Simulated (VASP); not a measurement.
Write the native input for VASP 6.6.1 that does the following.

* Task: single point
* Functional: PBEsol
* Potentials or basis: VASP PAW PBE potentials, release 64 (Si, O)
* Cutoff: 600 eV
* k mesh: 6 × 6 × 4
* Occupations: fermi-dirac, width 0.02 eV
* Spin: no spin polarisation
* Dipole correction: no
* Further INCAR settings: ALGO = Normal; EDIFF = 1e-06; NBANDS = 44

The structure of SiO2 lies in POSCAR:

```
SiO2
1.0
    5.0690738885      0.0000000000      0.0000000000
   -2.5345369442      4.3899467611      0.0000000000
    0.0000000000      0.0000000000      8.5584885400
Si O
4 8
Direct
    0.3333333333      0.6666666667      0.4371258000
    0.3333333333      0.6666666667      0.0628742000
    0.6666666667      0.3333333333      0.5628742000
    0.6666666667      0.3333333333      0.9371258000
    0.4212587450      0.0000000000      0.0000000000
    0.3333333333      0.6666666667      0.2500000000
    0.6666666667      0.3333333333      0.7500000000
    0.0000000000      0.5787412550      0.5000000000
    0.5787412550      0.5787412550      0.0000000000
    0.5787412550      0.0000000000      0.5000000000
    0.4212587450      0.4212587450      0.5000000000
    0.0000000000      0.4212587450      0.0000000000
```

One way to write it, as run:

INCAR

```
SYSTEM = SiO2
PREC = Accurate
ENCUT = 600
EDIFF = 1E-6
ISMEAR = -1
SIGMA = 0.02
LREAL = .FALSE.
LASPH = .TRUE.
NELM = 120
ALGO = Normal
ISIF = 2
LWAVE = .FALSE.
LCHARG = .FALSE.
GGA = PS
NBANDS = 44
GGA_COMPAT = .FALSE.
```

KPOINTS

```
Automatic mesh
0
G
  6 6 4
  0 0 0
```

Potentials or basis: VASP PAW PBE potentials, release 64 (Si, O).

The run is started by

```bash
$ cat potpaw_PBE.64/Si/POTCAR potpaw_PBE.64/O/POTCAR > POTCAR
$ mpirun -np 1 vasp_std > vasp.out
```

Results of the run:

```yaml
Pressure: 2.3 GPa
Largest_force: 0.159 eV/Å
Band_gap_on_the_k_mesh: 5.60 eV (least direct gap 5.64 eV)
```

Caveat: the PAW data sets were made with another functional, which shifts forces and pressure a little.

Wall time 4.2 min on 1 thread of Oxide Virtual Turin-like Processor, on a shared host, peak memory 0.36 GiB.
